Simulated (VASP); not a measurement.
# Zn3O4: single point with PBE

Zn3O4:

```xyz
7
Lattice="5.4342 0.0000 0.0000 -2.7171 4.7062 0.0000 0.0000 0.0000 3.2228" Properties=species:S:1:pos:R:3 pbc="T T T"
Zn   -1.3585    2.3531    0.0000
Zn    2.7171    0.0000    0.0000
Zn    1.3585    2.3531    0.0000
O     0.0000    0.0000    0.6717
O     0.0000    0.0000    2.5511
O     0.0000    3.1374    1.6114
O     2.7171    1.5687    1.6114
```

The cell was built from a structure type or drawn by symmetry, and may not be a known phase.

```json
{
  "Program": "VASP 6.6.1",
  "Task": "single point",
  "Functional": "PBE",
  "Potentials or basis": "VASP PAW PBE potentials, release 64 (Zn, O)",
  "Cutoff": "520 eV",
  "k mesh": "12 × 12 × 12",
  "Occupations": "gaussian, width 0.1 eV",
  "Spin": "no spin polarisation"
}
```

| Item | Value |
| --- | --- |
| Pressure | 0.6 GPa |
| Largest force | 0.460 eV/Å |
| Band gap on the k mesh | zero (bands 30 and 31 overlap by 0.88 eV) |

Forces on the atoms (eV/Å):
```
Zn   0.000  0.000  0.000
Zn   0.000  0.000  0.000
Zn   0.000  0.000  0.000
O    0.000  0.000  0.460
O    0.000  0.000 -0.460
O    0.000  0.000  0.000
O    0.000  0.000  0.000
```

Stress tensor (GPa, compression positive):
```
0.22 0.00 0.00
0.00 0.22 0.00
0.00 0.00 1.23
```

Levels at points of the mesh, in eV from the Fermi level:
```
           k point  band 28  band 29  band 30  band 31  band 32  band 33
(0.00, 0.00, 0.00)    -3.37    -2.65     0.24     0.24     2.09     3.63
(0.50, 0.00, 0.00)    -3.25    -0.91    -0.37     0.20     0.21     2.58
(0.00, 0.00, 0.50)    -2.92    -1.49    -1.49     1.41     1.41     1.97
(0.50, 0.00, 0.50)    -2.71    -1.73    -1.55     0.36     1.24     2.47
```

Wall time 2.5 min on 1 thread of Intel(R) Xeon(R) 6975P-C (Granite Rapids), with other jobs on the host, peak memory 0.42 GiB.
